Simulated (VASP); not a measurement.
# Al (C222_1) in VASP: a series of runs, part 2 of 2

VASP 6.6.1.

## Step 3: Single point, PBE+D3(BJ)

Input file INCAR:

```
SYSTEM = Al
ALGO     = Fast           ! electronic algorithm
EDIFF    = 1E-6           ! SCF threshold, eV
ENCUT    = 520            ! plane-wave cutoff, eV
GGA      = PE             ! functional
ISIF     = 2              ! what is computed and relaxed
ISMEAR   = 0              ! smearing method
IVDW     = 12             ! dispersion correction
LASPH    = .True.         ! aspherical terms in the spheres
LCHARG   = .False.        ! write CHGCAR
LREAL    = .False.        ! projectors in reciprocal space
LWAVE    = .False.        ! write WAVECAR
NBANDS   = 14             ! bands
NELM     = 60             ! most SCF steps
PREC     = Accurate       ! precision mode
SIGMA    = 0.15           ! smearing width, eV
```

Input file KPOINTS:

```
k-points
0
Gamma
  18 18 4
  0 0 0
```

Input file POSCAR:

```
Al
1.0
    2.8518540810      0.0000000000      0.0000000000
   -1.4259270405      2.4697780820      0.0000000000
    0.0000000000      0.0000000000      9.2410470711
Al
4
Direct
   -0.2156748145      0.0000000000      0.0000000000
    0.3333333333      0.6666666667      0.2500000000
    0.2156748145      0.0000000000      0.5000000000
    0.6666666667      0.3333333333      0.7500000000
```

Potentials or basis: VASP PAW PBE potentials, release 64 (Al).

Command:

```console
$ cat potpaw_PBE.64/Al/POTCAR > POTCAR
$ mpirun -np 1 vasp_std > vasp.out
```

Wall time 2.3 min (1 thread of Intel Xeon Platinum 8488C (Sapphire Rapids), shared host); peak memory 0.33 GiB.

It converged, with:

```yaml
Free_energy: -15.9918 eV
Pressure: 0.8 GPa
Largest_force: 0.507 eV/Å
Band_gap_on_the_k_mesh: zero (band 6 reaches 11.97 eV, above the bottom of band 7 at 6.40 eV)
Dispersion_energy_per_atom: -0.341 eV
```

Forces in eV/Å, atoms in the order of the input:
```
Al   0.507  0.000  0.000
Al   0.000 -0.447  0.000
Al  -0.507  0.000  0.000
Al   0.000  0.447  0.000
```

Stress tensor (GPa, compression positive):
```
-2.05  0.00  0.00
 0.00 -1.62  0.00
 0.00  0.00  6.11
```

Levels at points of the mesh, in eV from the Fermi level:
```
           k point  band 2  band 3  band 4  band 5  band 6  band 7  band 8  band 9  band 10  band 11
(0.00, 0.00, 0.00)   -9.48   -9.48   -4.61   -4.26    3.56    3.56   10.57   10.87    11.16    11.33
(0.50, 0.00, 0.00)   -5.23   -3.80   -3.75   -3.52   -3.45    0.87    1.29    1.49     1.73     5.68
(0.00, 0.50, 0.00)   -5.22   -3.95   -3.87   -3.35   -3.25    0.74    1.31    1.44     1.81     5.71
(0.00, 0.00, 0.50)  -10.77   -7.36   -7.36   -0.77   -0.77    8.28    8.28   11.08    11.08    11.19
(0.50, 0.00, 0.50)   -4.89   -4.82   -4.82   -2.06   -2.06   -0.99   -0.99    4.45     4.45     4.92
(0.00, 0.50, 0.50)   -4.91   -4.81   -4.81   -1.87   -1.87   -1.15   -1.15    4.42     4.42     4.81
```

Caveat: pairwise dispersion overbinds metals, which lowers pressure and volume.

## Step 4: Single point, PBE+D3(BJ)

Input file INCAR:

```
  PREC = Accurate
  ENCUT = 520
  EDIFF = 1E-7
  ISMEAR = 0
  SIGMA = 0.15
  LREAL = F
  LASPH = T
  NELM = 80
  ALGO = Fast
  ISIF = 2
  LWAVE = F
  LCHARG = T
  GGA = PE
  IVDW = 12
  LELF = T
  LVHAR = T
  NBANDS = 14
```

Input file KPOINTS:

```
Automatic mesh
0
Gamma
  18 18 4
```

Input file POSCAR:

```
Al
1.0
    2.8518540810      0.0000000000      0.0000000000
   -1.4259270405      2.4697780820      0.0000000000
    0.0000000000      0.0000000000      9.2410470711
Al
4
Direct
   -0.1294048887      0.0000000000      0.0000000000
    0.3333333333      0.6666666667      0.2500000000
    0.1294048887      0.0000000000      0.5000000000
    0.6666666667      0.3333333333      0.7500000000
```

Command:

```console
$ cat potpaw_PBE.64/Al/POTCAR > POTCAR
$ mpirun -np 1 vasp_std > vasp.out
```

It took 3.2 min on 1 thread of Intel Xeon Platinum 8488C (Sapphire Rapids), shared host; peak memory 0.32 GiB.

Results (log left out):

| Item | Value |
| --- | --- |
| Free energy | -16.1929 eV |
| Pressure | -1.0 GPa |
| Largest force | 0.302 eV/Å |
| Band gap on the k mesh | zero (band 6 reaches 12.11 eV, above the bottom of band 7 at 6.46 eV) |
| Dispersion energy per atom | -0.341 eV |

Forces in eV/Å, atoms in the order of the input:
```
Al   0.302  0.000  0.000
Al   0.000 -0.174  0.000
Al  -0.302  0.000  0.000
Al   0.000  0.174  0.000
```

Stress tensor (GPa, compression positive):
```
-2.35  0.00  0.00
 0.00 -2.19  0.00
 0.00  0.00  1.49
```

Levels at points of the mesh, in eV from the Fermi level:
| k point | band 3 | band 4 | band 5 | band 6 | band 7 | band 8 | band 9 | band 10 |
| --- | --- | --- | --- | --- | --- | --- | --- | --- |
| (0.00, 0.00, 0.00) | -9.49 | -4.60 | -4.28 | 3.60 | 3.60 | 10.73 | 10.76 | 10.98 |
| (0.50, 0.00, 0.00) | -3.88 | -3.85 | -3.40 | -3.37 | 1.03 | 1.13 | 1.55 | 1.64 |
| (0.00, 0.50, 0.00) | -3.95 | -3.88 | -3.35 | -3.26 | 0.80 | 1.30 | 1.42 | 1.76 |
| (0.00, 0.00, 0.50) | -7.37 | -7.37 | -0.76 | -0.76 | 8.45 | 8.45 | 11.02 | 11.03 |
| (0.50, 0.00, 0.50) | -4.85 | -4.85 | -1.97 | -1.97 | -1.06 | -1.06 | 4.55 | 4.55 |
| (0.00, 0.50, 0.50) | -4.82 | -4.82 | -1.86 | -1.86 | -1.17 | -1.17 | 4.55 | 4.55 |

Caveat: pairwise dispersion overbinds metals, which lowers pressure and volume.

## Step 5: Single point, PBE+D3(BJ)

Input file INCAR:

```
SYSTEM = Al
ALGO = Fast ; EDIFF = 1E-6
ENCUT = 520 ; GGA = PE
ISIF = 2 ; ISMEAR = 0
IVDW = 12 ; LASPH = .True.
LCHARG = .True. ; LELF = .True.
LREAL = .False. ; LVHAR = .True.
LWAVE = .False. ; NBANDS = 14
NELM = 80 ; PREC = Accurate
SIGMA = 0.15
```

Input file KPOINTS:

```
k-points
0
Gamma
  18 18 4
  0 0 0
```

Input file POSCAR:

```
Al
1.0
    2.8518540810      0.0000000000      0.0000000000
   -1.4259270405      2.4697780820      0.0000000000
    0.0000000000      0.0000000000      9.2410470711
Al
4
Direct
   -0.1725398516      0.0000000000      0.0000000000
    0.3333333333      0.6666666667      0.2500000000
    0.1725398516      0.0000000000      0.5000000000
    0.6666666667      0.3333333333      0.7500000000
```

Potentials or basis: VASP PAW PBE potentials, release 64 (Al).

Command:

```console
$ cat potpaw_PBE.64/Al/POTCAR > POTCAR
$ mpirun -np 1 vasp_std > vasp.out
```

OUTCAR:

```text
SYSTEM = Al
   EDIFF = 1E-6
   ENCUT = 520
   GGA = PE
   ISIF = 2
   ISMEAR = 0
   IVDW = 12
   LASPH = .True.
   LREAL = .False.
   NELM = 80
   PREC = Accurate
 IVDW          = 12

 ion  position               nearest neighbor table
   1  0.827  0.000  0.000-   4 2.62   2 2.62   2 2.88   4 2.88   2 3.11   4 3.11
   2  0.333  0.667  0.250-   3 2.62   1 2.62   1 2.88   3 2.88   1 3.11   3 3.11
   3  0.173  0.000  0.500-   2 2.62   4 2.62   4 2.88   2 2.88   4 3.11   2 3.11
   4  0.667  0.333  0.750-   1 2.62   3 2.62   3 2.88   1 2.88   3 3.11   1 3.11

  LATTYP: Found a hexagonal cell.
 ALAT       =     2.8518540810
 C/A-ratio  =     3.2403646220

  Lattice vectors:

 A1 = (   2.8518540810,   0.0000000000,   0.0000000000)
 A2 = (  -1.4259270405,   2.4697780820,   0.0000000000)
 A3 = (   0.0000000000,   0.0000000000,   9.2410470711)

Analysis of symmetry for initial positions (statically):
=====================================================================
 Subroutine PRICEL returns:
 Original cell was already a primitive cell.

 Routine SETGRP: Setting up the symmetry group for a
 hexagonal supercell.

 Subroutine GETGRP returns: Found  4 space group operations
[... 194 lines left out ...]
     13      20.0214      0.00000
     14      20.1639      0.00000
[... 377 lines left out ...]
      1      -2.5675      2.00000
      2      -0.8528      2.00000
      3      -0.8511      2.00000
      4       3.9930      2.00000
      5       4.3554      2.00000
      6      11.9670      0.00000
      7      12.0719      0.00000
      8      14.4097      0.00000
      9      15.4138      0.00000
     10      15.5653      0.00000
     11      15.6212      0.00000
     12      16.7137      0.00000
     13      16.8880      0.00000
     14      19.0565      0.00000

 [... further k-points ...]

------------------------ aborting loop because EDIFF is reached ----------------------------------------

 Edisp (eV)   -1.36533

 E8    (eV) :    -0.6107

  FORCE on cell =-STRESS in cart. coord.  units (eV):
  Direction    XX          YY          ZZ          XY          YZ          ZX
  --------------------------------------------------------------------------------------
  -------------------------------------------------------------------------------------
  Total      -0.89711    -0.77611     1.45498     0.00000     0.00000     0.00000
  in kB     -22.08266   -19.10405    35.81457     0.00000     0.00000     0.00000
  external pressure =       -1.79 kB  Pullay stress =        0.00 kB

 VOLUME and BASIS-vectors are now :
 -----------------------------------------------------------------------------
  energy-cutoff  :      520.00
  volume of cell :       65.09
      direct lattice vectors                 reciprocal lattice vectors
     2.851854081  0.000000000  0.000000000     0.350649077  0.202447339  0.000000000
    -1.425927040  2.469778082  0.000000000     0.000000000  0.404894677  0.000000000
     0.000000000  0.000000000  9.241047071     0.000000000  0.000000000  0.108212846

 POSITION                                       TOTAL-FORCE (eV/Angst)
 -----------------------------------------------------------------------------------
      2.35980      0.00000      0.00000         0.410689      0.000000      0.000000
     -0.00000      1.64652      2.31026        -0.000000     -0.299465      0.000000
      0.49206      0.00000      4.62052        -0.410689      0.000000      0.000000
      1.42593      0.82326      6.93079         0.000000      0.299465      0.000000
 -----------------------------------------------------------------------------------
    total drift:                               -0.000000      0.000000      0.000000

  FREE ENERGIE OF THE ION-ELECTRON SYSTEM (eV)
  ---------------------------------------------------
  free  energy   TOTEN  =       -16.1050457673 eV

  energy  without entropy=      -16.0880231096  energy(sigma->0) =      -16.09653444
```

stdout:

```text
POSCAR found type information on POSCAR Al
 POSCAR found :  1 types and       4 ions
 scaLAPACK will be used
 LDA part: xc-table for (Slater+PW92), standard interpolation
 POSCAR, INCAR and KPOINTS ok, starting setup
 FFT: planning ... GRIDC
 FFT: planning ... GRID_SOFT
 FFT: planning ... GRID
 WAVECAR not read
 entering main loop
```

Run time: 2.7 min. Hardware: 1 thread of Intel Xeon Platinum 8488C (Sapphire Rapids), shared host; peak memory 0.33 GiB.

Results:

| Item | Value |
| --- | --- |
| Free energy | -16.1050 eV |
| Pressure | -0.2 GPa |
| Largest force | 0.411 eV/Å |
| Band gap on the k mesh | zero (band 6 reaches 12.03 eV, above the bottom of band 7 at 6.42 eV) |
| Dispersion energy per atom | -0.341 eV |

Forces on the atoms (eV/Å):
```
Al   0.411  0.000  0.000
Al   0.000 -0.299  0.000
Al  -0.411  0.000  0.000
Al   0.000  0.299  0.000
```

Caveat: pairwise dispersion overbinds metals, which lowers pressure and volume.
